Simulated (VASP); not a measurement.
# CuI (anti NiAs type) (P6_3/mmc) in VASP: a series of runs

Runs on CuI (anti NiAs type). Level: LDA. Tasks: single point, relaxation of cell and atoms.

Everything below comes from runs of VASP 6.6.1. Logs are shortened: lines on timing, memory, paths and dates and some standing lists are left out, and cuts for length are marked.

## 1. The cell of the first run

Symmetry: P6_3/mmc, No. 194, hexagonal system. Conventional cell: a = 3.777 Å, b = 3.777 Å, c = 7.102 Å, α = 90.00°, β = 90.00°, γ = 120.00°. I (site symmetry -3m) has 6 Cu at 2.81 Å and 8 I at 3.55 to 3.78 Å within 3.8 Å. Cu (site symmetry -6m2) has 6 I at 2.81 Å and 6 Cu at 3.78 Å within 3.8 Å.

## 2. Single point, LDA

INCAR reads:

```
PREC = Accurate ; ENCUT = 520
EDIFF = 1E-7 ; ISMEAR = -1
SIGMA = 0.08 ; LREAL = False
LASPH = True ; NELM = 100
ALGO = Normal ; ISIF = 2
LWAVE = False ; LCHARG = False
NBANDS = 26
```

KPOINTS reads:

```
regular mesh
0
Gamma
  10 10 6
```

POSCAR reads:

```
CuI
1.0
    3.7770825492      0.0000000000      0.0000000000
   -1.8885412746      3.2710494398      0.0000000000
    0.0000000000      0.0000000000      7.1023831410
I Cu
2 2
Direct
    0.0000000000      0.0000000000      0.0000000000
    0.0000000000      0.0000000000      0.5000000000
    0.3333333333      0.6666666667      0.2500000000
    0.6666666667      0.3333333333      0.7500000000
```

Potentials or basis: VASP PAW LDA potentials, release 64 (I, Cu).

Launch:

```
> cat potpaw_LDA.64/I/POTCAR potpaw_LDA.64/Cu/POTCAR > POTCAR
> mpirun -np 1 vasp_std > vasp.out
```

OUTCAR:

```text
PREC = Accurate
   ENCUT = 520
   EDIFF = 1E-7
   ISMEAR = -1
   LREAL = False
   LASPH = True
   NELM = 100
   ISIF = 2

 ion  position               nearest neighbor table
   1  0.000  0.000  0.000-   3 2.81   4 2.81   4 2.81   3 2.81   4 2.81   3 2.81   2 3.55   2 3.55

   2  0.000  0.000  0.500-   3 2.81   4 2.81   4 2.81   3 2.81   4 2.81   3 2.81   1 3.55   1 3.55

   3  0.333  0.667  0.250-   1 2.81   2 2.81   1 2.81   2 2.81   1 2.81   2 2.81
   4  0.667  0.333  0.750-   1 2.81   2 2.81   1 2.81   2 2.81   1 2.81   2 2.81

  LATTYP: Found a hexagonal cell.
 ALAT       =     3.7770825492
 C/A-ratio  =     1.8803886461

  Lattice vectors:

 A1 = (   3.7770825492,   0.0000000000,   0.0000000000)
 A2 = (  -1.8885412746,   3.2710494398,   0.0000000000)
 A3 = (   0.0000000000,   0.0000000000,   7.1023831410)

Analysis of symmetry for initial positions (statically):
=====================================================================
 Subroutine PRICEL returns:
 Original cell was already a primitive cell.

 Routine SETGRP: Setting up the symmetry group for a
 hexagonal supercell.

 Subroutine GETGRP returns: Found 24 space group operations
 (whereof 12 operations were pure point group operations)
 out of a pool of 24 trial point group operations.

The static configuration has the point symmetry D_3d.
 The point group associated with its full space group is D_6h.

Analysis of symmetry for dynamics (positions and initial velocities):
=====================================================================
 Subroutine PRICEL returns:
 Original cell was already a primitive cell.

 Routine SETGRP: Setting up the symmetry group for a
 hexagonal supercell.

 Subroutine GETGRP returns: Found 24 space group operations
 (whereof 12 operations were pure point group operations)
 out of a pool of 24 trial point group operations.

The dynamic configuration has the point symmetry D_3d.
 The point group associated with its full space group is D_6h.

 Subroutine INISYM returns: Found 24 space group operations
 (whereof 12 operations are pure point group operations),
 and found     1 'primitive' translations

----------------------------------------------------------------------------------------

                                     Primitive cell

  volume of cell :      87.7501

  direct lattice vectors                    reciprocal lattice vectors
     3.777082549  0.000000000  0.000000000     0.264754605  0.152856143  0.000000000
    -1.888541275  3.271049440  0.000000000     0.000000000  0.305712285  0.000000000
     0.000000000  0.000000000  7.102383141     0.000000000  0.000000000  0.140797811

  length of vectors
     3.777082549  3.777082549  7.102383141     0.305712285  0.305712285  0.140797811

  position of ions in fractional coordinates (direct lattice)
     0.000000000  0.000000000  0.000000000
     0.000000000  0.000000000  0.500000000
     0.333333333  0.666666667  0.250000000
     0.666666667  0.333333333  0.750000000

  ion indices of the primitive-cell ions
   primitive index   ion index
                 1           1
                 2           2
                 3           3
                 4           4

----------------------------------------------------------------------------------------

 KPOINTS: regular mesh

Automatic generation of k-mesh.
 Grid dimensions read from file:
 generate k-points for:   10   10    6

 Generating k-lattice:

  Cartesian coordinates                     Fractional coordinates (reciprocal lattice)
     0.026475461  0.015285614  0.000000000     0.100000000  0.000000000  0.000000000
     0.000000000  0.030571229  0.000000000     0.000000000  0.100000000  0.000000000
     0.000000000  0.000000000  0.023466302     0.000000000  0.000000000  0.166666667

  Length of vectors
     0.030571229  0.030571229  0.023466302

  Shift w.r.t. Gamma in fractional coordinates (k-lattice)
     0.000000000  0.000000000  0.000000000

 Subroutine IBZKPT returns following result:
 ===========================================

 Found     56 irreducible k-points:

 Following reciprocal coordinates:
            Coordinates               Weight
  0.000000  0.000000  0.000000      1.000000
  0.100000  0.000000  0.000000      6.000000
  0.200000  0.000000  0.000000      6.000000
  0.300000 -0.000000  0.000000      6.000000
  0.400000 -0.000000  0.000000      6.000000
  0.500000 -0.000000  0.000000      3.000000
[... 16 lines left out ...]
  0.300000  0.100000  0.166667     24.000000
  0.400000  0.100000  0.166667     24.000000
 [... further k-points ...]
   k-points           NKPTS =     56   k-points in BZ     NKDIM =     56   number of bands    NBANDS=     26
   number of dos      NEDOS =    301   number of ions     NIONS =      4
   total plane-waves  NPLWV =  42336
   dimension x,y,z NGX =    28 NGY =   28 NGZ =   54
   dimension x,y,z NGXF=    56 NGYF=   56 NGZF=  108
   ions per type =               2   2
   NGX,Y,Z   is equivalent  to a cutoff of  12.32, 12.32, 12.64 a.u.
   NGXF,Y,Z  is equivalent  to a cutoff of  24.65, 24.65, 25.28 a.u.
 SYSTEM =  unknown system
   PREC   = accura    normal or accurate (medium, high low for compatibility)
   ISTART =      0    job   : 0-new  1-cont  2-samecut
   ICHARG =      2    charge: 1-file 2-atom 10-const
   ISPIN  =      1    spin polarized calculation?
   LNONCOLLINEAR =      F non collinear calculations
   LSORBIT =      F    spin-orbit coupling
   LASPH  =      T    aspherical Exc in radial PAW
   ENCUT  =  520.0 eV  38.22 Ry    6.18 a.u.   7.02  7.02 13.21*2*pi/ulx,y,z
   NELM   =    100;   NELMIN=  2; NELMDL= -5     # of ELM steps
   EDIFF  = 0.1E-06   stopping-criterion for ELM
   LREAL  =      F    real-space projection
   EDIFFG = 0.1E-05   stopping-criterion for IOM
   NSW    =      0    number of steps for IOM
   IBRION =     -1    ionic relax: 0-MD 1-quasi-New 2-CG
   NFREE  =      0    steps in history (QN), initial steepest desc. (CG)
   ISIF   =      2    stress and relaxation
   ISYM   =      2    0-nonsym 1-usesym 2-fastsym
   POTIM  = 0.5000    time-step for ionic-motion
   TEBEG  =    0.0;   TEEND  =   0.0 temperature during run
   PSTRESS=    0.0 pullay stress
   NELECT =      36.0000    total number of electrons
   NUPDOWN=      -1.0000    fix difference up-down
   EMIN   =  10.00;   EMAX   =-10.00  energy-range for DOS
   EFERMI =   0.00;   METHOD = LEGACY
   ISMEAR =    -1;   SIGMA  =   0.08  broadening in eV -4-tet -1-fermi 0-gaus
   EFERMI_NEDOS =   21; number of points for ismear=-14 and -15
   IALGO  =     38    algorithm
   IMIX   =      4    mixing-type and parameters
     AMIX     =   0.40;   BMIX     =  1.00
     AMIX_MAG =   1.60;   BMIX_MAG =  1.00
  volume/ion in A,a.u.               =      21.94       148.04
  Fermi-wavevector in a.u.,A,eV,Ry     =   1.216447  2.298751 20.133122  1.479743
  Thomas-Fermi vector in A             =   2.351800
   LORBIT       =      0    0 simple, 1 ext, 2 COOP (PROOUT), +10 PAW based schemes
   GGA     = CA    functional components
   LHFCALC =     F    Hartree Fock is set to
   AEXX    =    0.0000 exact exchange contribution
   IVDW    =     0    specifies the selected vdW correction
   LEPSILON=     F    determine dielectric tensor
   LRPA    =     F    only Hartree local field effects (RPA)
 non-spin polarized calculation
  energy-cutoff  :      520.00
  volume of cell :       87.75
 maximum number of plane-waves:      2392
 NGX is ok and might be reduce to    28
   NGX = 13   NGY = 13   NGZ = 27

 number of electron      36.0000005 magnetization

 Free energy of the ion-electron system (eV)
  ---------------------------------------------------
  ext. energy  EPLUGINS =         0.00000000
  ---------------------------------------------------
  free energy    TOTEN  =       -12.47940842 eV

  energy without entropy =      -12.44804736  energy(sigma->0) =      -12.46372789

 E-fermi :   6.8238     XC(G=0): -10.6267

 val. band max:        6.8115020482   @ k =   0.2000   0.2000   0.0000
 cond. band min:       6.9641392176   @ k =   0.5000  -0.0000   0.3333
 fundamental gap:      0.1526371693
 Fermi energy:         6.8237503485

 k-point     1 :       0.0000    0.0000    0.0000
  band No.  band energies     occupation
      1      -7.9317      2.00000
      2      -6.9547      2.00000
      3      -0.4812      2.00000
      4       3.6428      2.00000
      5       3.6428      2.00000
      6       4.0738      2.00000
[... 18 lines left out ...]
     25      15.6167      0.00000
     26      15.6199      0.00000

 k-point     2 :       0.1000    0.0000    0.0000
  band No.  band energies     occupation
      1      -7.8497      2.00000
      2      -6.8852      2.00000
      3      -0.3718      2.00000
      4       3.3042      2.00000
      5       3.6501      2.00000
      6       3.8766      2.00000
[... 18 lines left out ...]
     25      14.2929      0.00000
     26      14.4041      0.00000

 k-point     3 :       0.2000    0.0000    0.0000
  band No.  band energies     occupation
      1      -7.6202      2.00000
      2      -6.6924      2.00000
      3      -0.0620      2.00000
      4       2.3706      2.00000
      5       3.2743      2.00000
      6       3.6688      2.00000
[... 18 lines left out ...]
     25      13.7764      0.00000
     26      14.4312      0.00000

 k-point     4 :       0.3000   -0.0000    0.0000
  band No.  band energies     occupation
      1      -7.2993      2.00000
      2      -6.4279      2.00000
      3       0.3719      2.00000
      4       1.2836      2.00000
      5       2.4236      2.00000
      6       3.4634      2.00000
[... 18 lines left out ...]
     25      14.4920      0.00000
     26      15.2128      0.00000
[... 496 lines left out ...]
      1      -7.3678      2.00000
      2      -6.5989      2.00000
      3       0.4299      2.00000
      4       1.7914      2.00000
      5       2.7332      2.00000
      6       3.3835      2.00000
[... 18 lines left out ...]
     25      14.1715      0.00000
     26      14.5221      0.00000

 k-point    23 :       0.3000    0.1000    0.1667
  band No.  band energies     occupation
      1      -7.0530      2.00000
      2      -6.3348      2.00000
      3       0.7453      2.00000
      4       1.0061      2.00000
      5       1.9436      2.00000
      6       3.2038      2.00000
[... 18 lines left out ...]
     25      14.6309      0.00000
     26      14.9358      0.00000

 k-point    24 :       0.4000    0.1000    0.1667
  band No.  band energies     occupation
      1      -6.8314      2.00000
      2      -6.1528      2.00000
      3       0.2861      2.00000
      4       1.2376      2.00000
      5       1.4431      2.00000
      6       3.0898      2.00000
[... 18 lines left out ...]
     25      14.5012      0.00000
     26      15.4454      0.00000

 [... further k-points ...]
[... 5 lines left out ...]
  --------------------------------------------------------------------------------------
  -------------------------------------------------------------------------------------
  Total       -0.2765466     -0.2765466     -0.2539274      0.0000000      0.0000000      0.0000000
  in kB       -5.0493002     -5.0493002     -4.6363097      0.0000000      0.0000000      0.0000000
  external PRESSURE =      -4.9116367 kB  Pullay stress =       0.0000000 kB

 VOLUME and BASIS-vectors are now :
 -----------------------------------------------------------------------------
  energy-cutoff  :      520.00
  volume of cell :       87.75
      direct lattice vectors                 reciprocal lattice vectors
     3.777082549  0.000000000  0.000000000     0.264754605  0.152856143  0.000000000
    -1.888541275  3.271049440  0.000000000     0.000000000  0.305712285  0.000000000
     0.000000000  0.000000000  7.102383141     0.000000000  0.000000000  0.140797811

 POSITION                                       TOTAL-FORCE (eV/Angst)
 -----------------------------------------------------------------------------------
      0.00000      0.00000      0.00000         0.000000      0.000000      0.000000
      0.00000      0.00000      3.55119         0.000000      0.000000      0.000000
     -0.00000      2.18070      1.77560         0.000000     -0.000000     -0.000000
      1.88854      1.09035      5.32679        -0.000000      0.000000      0.000000
 -----------------------------------------------------------------------------------
    total drift:                                0.000000     -0.000000      0.000000

  FREE ENERGIE OF THE ION-ELECTRON SYSTEM (eV)
  ---------------------------------------------------
  free  energy   TOTEN  =       -12.4794084184 eV

  energy  without entropy=      -12.4480473621  energy(sigma->0) =      -12.46372789
```

Wall time 2.6 min (1 thread of Oxide Virtual Turin-like, shared host); peak memory 0.21 GiB.

Results:

```
Free energy            : -12.4794 eV
Pressure               : -0.5 GPa
Band gap on the k mesh : zero (bands 18 and 19 overlap by 0.45 eV)
```

Caveat: semilocal functionals underestimate gaps, and a narrow one can read as zero; spin-orbit coupling is left out, which moves the levels of the heavy elements.

## 3. Relaxation of cell and atoms, LDA, target pressure -0.65 GPa, at which the enthalpy is minimised

This run uses another cell than the first one, of 21.24 Å³/atom.

INCAR reads:

```
PREC = Accurate ; ENCUT = 600
EDIFF = 1E-6 ; ISMEAR = -1
SIGMA = 0.08 ; LREAL = False
LASPH = True ; NELM = 100
ALGO = Normal ; ISIF = 3
LWAVE = False ; LCHARG = False
IBRION = 2 ; NSW = 60
EDIFFG = -0.005 ; PSTRESS = -6.5
```

KPOINTS reads:

```
Automatic mesh
0
Gamma
  10 10 6
```

POSCAR reads:

```
CuI
1.0
    3.9854885688      0.0000000000      0.0000000000
   -1.9927442844      3.4515343471      0.0000000000
    0.0000000000      0.0000000000      6.1775072817
Cu I
2 2
Direct
    0.0000000000      0.0000000000      0.0000000000
    0.0000000000      0.0000000000      0.5000000000
    0.3333333333      0.6666666667      0.2500000000
    0.6666666667      0.3333333333      0.7500000000
```

Potentials or basis: VASP PAW LDA potentials, release 64 (Cu, I).

Launch:

```
> cat potpaw_LDA.64/Cu/POTCAR potpaw_LDA.64/I/POTCAR > POTCAR
> mpirun -np 1 vasp_std > vasp.out
```

OUTCAR:

```text
PREC = Accurate
   ENCUT = 600
   EDIFF = 1E-6
   ISMEAR = -1
   LREAL = False
   LASPH = True
   NELM = 100
   ISIF = 3
   IBRION = 2
   NSW = 60
   EDIFFG = -0.005
   PSTRESS = -6.5

 ion  position               nearest neighbor table
   1  0.000  0.000  0.000-   3 2.77   4 2.77   4 2.77   3 2.77   4 2.77   3 2.77
   2  0.000  0.000  0.500-   3 2.77   4 2.77   4 2.77   3 2.77   4 2.77   3 2.77
   3  0.333  0.667  0.250-   1 2.77   2 2.77   1 2.77   2 2.77   1 2.77   2 2.77
   4  0.667  0.333  0.750-   1 2.77   2 2.77   1 2.77   2 2.77   1 2.77   2 2.77

  LATTYP: Found a hexagonal cell.
 ALAT       =     3.9854885688
 C/A-ratio  =     1.5500000000

[... 387 lines left out ...]
--------------------------------------- Ionic step       12  -------------------------------------------

 number of electron      36.0000019 magnetization

 Free energy of the ion-electron system (eV)
  ---------------------------------------------------
  ext. energy  EPLUGINS =         0.00000000
  ---------------------------------------------------
  free energy    TOTEN  =       -13.13180342 eV

  energy without entropy =      -13.13037778  energy(sigma->0) =      -13.13109060

 E-fermi :   7.3356     XC(G=0): -10.6794

 val. band max:        7.0603606850   @ k =   0.5000   0.0000   0.0000
 cond. band min:       7.5234554958   @ k =   0.3000   0.3000   0.0000
 fundamental gap:      0.4630948108
 Fermi energy:         7.3355530471

 k-point     1 :       0.0000    0.0000    0.0000
  band No.  band energies     occupation
      1      -7.7390      2.00000
      2      -6.3194      2.00000
      3       0.2514      2.00000
      4       2.8585      2.00000
      5       2.8585      2.00000
      6       4.2022      2.00000
[... 589 lines left out ...]
     21      10.7071      0.00000
     22      12.2475      0.00000

 [... further k-points ...]
[... 5 lines left out ...]
  --------------------------------------------------------------------------------------
  -------------------------------------------------------------------------------------
  Total       -0.3318591     -0.3318591     -0.3340019      0.0000000      0.0000000      0.0000000
  in kB       -6.1384558     -6.1384558     -6.1780912      0.0000000      0.0000000      0.0000000
  external PRESSURE =       0.3483324 kB  Pullay stress =      -6.5000000 kB
[... 23 lines left out ...]
  energy  without entropy=      -13.1303777822  energy(sigma->0) =      -13.13109060

  enthalpy is  TOTEN    =       -13.4832084361 eV   P V=       -0.3514050147

 reached required accuracy - stopping structural energy minimisation
```

OSZICAR:

```text
N       E                     dE             d eps       ncg     rms          rms(c)
DAV:   1     0.285998962499E+03    0.28600E+03   -0.17232E+04  2464   0.217E+03
DAV:   2     0.153906919429E+02   -0.27061E+03   -0.26445E+03  2464   0.389E+02
DAV:   3    -0.124499441711E+02   -0.27841E+02   -0.27061E+02  3540   0.148E+02
DAV:   4    -0.136390637302E+02   -0.11891E+01   -0.11853E+01  3518   0.274E+01
[... 102 lines left out ...]
DAV:   3    -0.131319666368E+02    0.13840E-02   -0.92424E-03  2784   0.277E+00    0.945E-02
DAV:   4    -0.131318356405E+02    0.13100E-03   -0.43708E-04  3118   0.136E-01    0.438E-02
DAV:   5    -0.131318076924E+02    0.27948E-04   -0.62992E-05  3848   0.202E-01    0.200E-02
DAV:   6    -0.131318043571E+02    0.33353E-05   -0.60876E-06  2570   0.242E-02    0.107E-02
DAV:   7    -0.131318034214E+02    0.93568E-06   -0.48143E-07  1316   0.238E-02
  12 F= -.13483208E+02 E0= -.13482496E+02  d E =-.904917E-05
```

CONTCAR:

```text
CuI
   1.00000000000000
     4.0671275644662535    0.0000000000000000   -0.0000000000000000
    -2.0335637822331267    3.5222357912860645    0.0000000000000000
    -0.0000000000000000   -0.0000000000000000    6.0464290420104945
  Cu              I
     2     2
Direct
     0.0000000000000000    0.0000000000000000    0.0000000000000000
     0.0000000000000000    0.0000000000000000    0.5000000000000000
     0.3333333332999970    0.6666666667000030    0.2500000000000000
     0.6666666667000030    0.3333333332999970    0.7500000000000000

  0.00000000E+00  0.00000000E+00  0.00000000E+00
  0.00000000E+00  0.00000000E+00  0.00000000E+00
  0.00000000E+00  0.00000000E+00  0.00000000E+00
  0.00000000E+00  0.00000000E+00  0.00000000E+00
```

Wall time 16 min (1 thread of Oxide Virtual Turin-like, shared host); peak memory 0.25 GiB.

Results:

| Property | Result |
| --- | --- |
| Free energy | -13.1318 eV |
| Relaxed volume | 21.65 Å³/atom |
| Relaxed cell | a = 4.067 Å, b = 4.067 Å, c = 6.046 Å, α = 90.00°, β = 90.00°, γ = 120.00° |
| Space group after relaxing (to 0.1 Å) | P6_3/mmc (No. 194) |
| Energy change on relaxing (the run minimises the enthalpy) | -1.4 meV/atom |
| Ionic steps | 12 |
| Pressure after relaxing | -0.6 GPa |
| Band gap on the k mesh | 0.46 eV (least direct gap 0.92 eV) |

The path:
| step | energy change (eV) | largest force (eV/Å) | pressure (GPa) | volume (Å³) |
| --- | --- | --- | --- | --- |
| 1 | 0.0000 | 0.0000 | 0.85 | 84.98 |
| 2 | 0.0041 | 0.0000 | -1.27 | 87.44 |
| 3 | -0.0005 | 0.0000 | -0.66 | 86.60 |
| 4 | 0.0000 | 0.0000 | -0.70 | 86.72 |
| 5 | 0.0004 | 0.0000 | -0.78 | 86.82 |
| 6 | 0.0002 | 0.0000 | -0.78 | 86.78 |
| 7 | -0.0012 | 0.0000 | -0.72 | 86.77 |
| 8 | -0.0041 | 0.0000 | -0.58 | 86.75 |
| 9 | -0.0048 | 0.0000 | -0.68 | 86.65 |
| 10 | -0.0053 | 0.0000 | -0.74 | 86.70 |
| 11 | -0.0065 | 0.0000 | -0.44 | 86.37 |
| 12 | -0.0056 | 0.0000 | -0.62 | 86.62 |

Final structure:
```xyz
4
Lattice="4.0671 0.0000 0.0000 -2.0336 3.5222 0.0000 0.0000 0.0000 6.0464" Properties=species:S:1:pos:R:3 pbc="T T T"
Cu    0.0000    0.0000    0.0000
Cu    0.0000    0.0000    3.0232
I     0.0000    2.3482    1.5116
I     2.0336    1.1741    4.5348
```

Levels at points of the mesh, in eV from the valence-band top:
```csv
k point,band 15,band 16,band 17,band 18,band 19,band 20,band 21,band 22
"(0.00, 0.00, 0.00)",-1.48,-1.25,-0.16,-0.16,0.76,2.00,4.68,4.68
"(0.50, 0.00, 0.00)",-1.99,-1.81,-0.93,0.00,2.11,2.29,2.88,4.12
"(0.00, 0.00, 0.50)",-0.71,-0.71,-0.71,-0.71,2.52,2.52,4.83,4.83
"(0.50, 0.00, 0.50)",-1.34,-1.34,-1.03,-1.03,1.50,1.50,4.62,4.62
```

Caveat: the cell is relaxed towards a set pressure, so the run minimises the enthalpy, not the energy; semilocal functionals underestimate gaps, and a narrow one can read as zero; spin-orbit coupling is left out, which moves the levels of the heavy elements.

The gap in the log of VASP goes by the Fermi energy; the results here count the filled bands.